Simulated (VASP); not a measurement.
H21C12N7: single point with PBE

The system is H21C12N7.

```
CELL_PARAMETERS angstrom
8.24747 0.00000 0.00000
0.00000 8.24747 0.00000
0.00000 0.00000 8.24747
ATOMIC_POSITIONS crystal
N 0.89552 0.85333 0.10746
N 0.98453 0.17217 0.32625
N 0.36377 0.52799 0.25921
N 0.70514 0.57475 0.67966
N 0.12856 0.76659 0.76799
N 0.58007 0.00809 0.28170
N 0.63035 0.15508 0.83110
H 0.98593 0.92162 0.14338
H 0.94812 0.81506 0.99973
H 0.77829 0.87451 0.10115
H 0.24980 0.35738 0.05992
H 0.21286 0.14242 0.02049
H 0.05655 0.27731 0.97410
H 0.57382 0.63275 0.95359
H 0.71421 0.50955 0.06263
H 0.56135 0.42149 0.95002
H 0.86190 0.70180 0.36817
H 0.01861 0.58025 0.46679
H 0.89286 0.47120 0.34095
H 0.27651 0.54482 0.51864
H 0.43906 0.68751 0.60594
H 0.38164 0.47462 0.67604
H 0.44039 0.31870 0.45706
H 0.27227 0.21442 0.44371
H 0.39080 0.13928 0.59176
H 0.89309 0.31779 0.57152
H 0.82717 0.10877 0.52329
H 0.69134 0.28163 0.48583
C 0.15663 0.25374 0.06574
C 0.05809 0.22603 0.20821
C 0.58674 0.52175 0.02853
C 0.47467 0.50864 0.17443
C 0.89609 0.58472 0.43564
C 0.78414 0.57312 0.56587
C 0.34288 0.59030 0.62089
C 0.21820 0.67166 0.71385
C 0.40215 0.18817 0.46622
C 0.50286 0.08406 0.36971
C 0.79395 0.22954 0.57410
C 0.70907 0.19308 0.71958
```

```
Program             : VASP 6.6.1
Task                : single point
Functional          : PBE
Potentials or basis : VASP PAW PBE potentials, release 64 (N, H, C)
Cutoff              : 520 eV
k mesh              : 1 × 1 × 1
Occupations         : fermi-dirac, width 0.02 eV
Spin                : no spin polarisation
```

```json
{
 "Pressure": "0.3 GPa",
 "Largest force": "6.513 eV/Å",
 "Band gap on the k mesh": "3.25 eV"
}
```

Forces on the atoms (eV/Å):
```
N    2.016 -3.020 -1.788
N    3.178  2.385 -5.160
N   -0.199 -0.364  0.577
N   -1.778  0.110  2.241
N   -0.328 -0.167  0.378
N    1.063 -1.145 -0.891
N    0.060  0.051 -0.059
H   -0.024  1.846  1.398
H   -1.083 -0.269  0.200
H   -0.934  1.338  0.155
H   -1.361 -1.096  0.596
H    0.164 -0.269  0.337
H    0.893  0.164  0.121
H   -0.284 -0.139  0.736
H    0.073  0.102  0.182
H   -0.186 -0.825 -0.508
H    0.798 -1.135  0.153
H    1.777  0.474  0.938
H   -0.540  2.085  1.631
H    0.253  0.348 -1.411
H   -0.492 -1.402 -0.451
H    0.502  0.599  0.388
H    0.520 -0.900  0.499
H    0.112 -1.107 -1.125
H    0.687  0.495 -0.200
H   -0.049 -0.554  0.546
H    0.150  0.828  0.094
H    1.893 -0.807  1.235
C   -0.839  1.170 -1.659
C   -1.581 -2.530  4.787
C   -0.402  0.053  1.439
C    1.187  1.400 -2.523
C   -1.996 -0.769 -3.729
C    1.873  0.123 -1.428
C   -0.243  0.227  1.256
C    0.129  0.624  0.239
C   -0.844  1.184  1.385
C   -1.910  1.029  0.210
C   -1.983 -0.427 -1.987
C   -0.271  0.287  1.200
```

Stress tensor (GPa, compression positive):
```
 0.53 -0.52  0.48
-0.52 -0.95  1.81
 0.48  1.81  1.19
```

Levels at points of the mesh, in eV from the valence-band top:
```csv
k point,band 48,band 49,band 50,band 51,band 52,band 53,band 54,band 55,band 56,band 57
"(0.00, 0.00, 0.00)",-2.74,-2.64,-2.50,-2.45,0.00,3.25,3.51,3.79,3.87,4.22
```

It took 110 s on 1 thread of Intel(R) Xeon(R) Platinum 8259CL CPU @ 2.50GHz (Skylake/Cascade Lake), on a shared host, peak memory 0.54 GiB.

Caveat: the k points lie up to 0.76 Å⁻¹ apart.
